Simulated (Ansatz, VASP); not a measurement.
# Two plane-wave programs on CsCl3

```xyz
4
Lattice="-2.0030 2.0030 7.6021 2.0030 -2.0030 7.6021 2.0030 2.0030 -7.6021" Properties=species:S:1:pos:R:3 pbc="T T T"
Cs    0.0000    0.0000    0.0000
Cl    0.0000    2.0030    3.8011
Cl    2.0030    0.0000    3.8011
Cl    0.0000    0.0000    7.6021
```

Alike in both runs: task single point; functional PBEsol; k mesh 6 × 6 × 6; occupations gaussian, width 0.1 eV; no spin polarisation.

|  | VASP | Ansatz |
| --- | --- | --- |
| version | VASP 6.6.1 | Ansatz 0.2.0 |
| potentials or method | VASP PAW PBE potentials, release 64 (Cs_sv, Cl), cutoff 520 eV | scalar-relativistic, plane waves, PAW |
| valence electrons in the cell | 30 | 30 |

```csv
,VASP,Ansatz,Ansatz less VASP
gap on the k mesh at the Fermi level (eV),none,none,-
pressure (GPa),5.3,5.2,-0.16
"traceless stress, the component that is largest in VASP (GPa)",-6.59,-6.38,+0.212
```

VASP's potentials were made for PBE, not for PBEsol. A gap of «none» marks a metal or a gap that the smearing closes. With one functional, cell and mesh, what is left measures potentials, basis and numerics.

The k mesh is coarse, so the values compare programs but aren't converged. Neither program's run includes spin-orbit coupling.
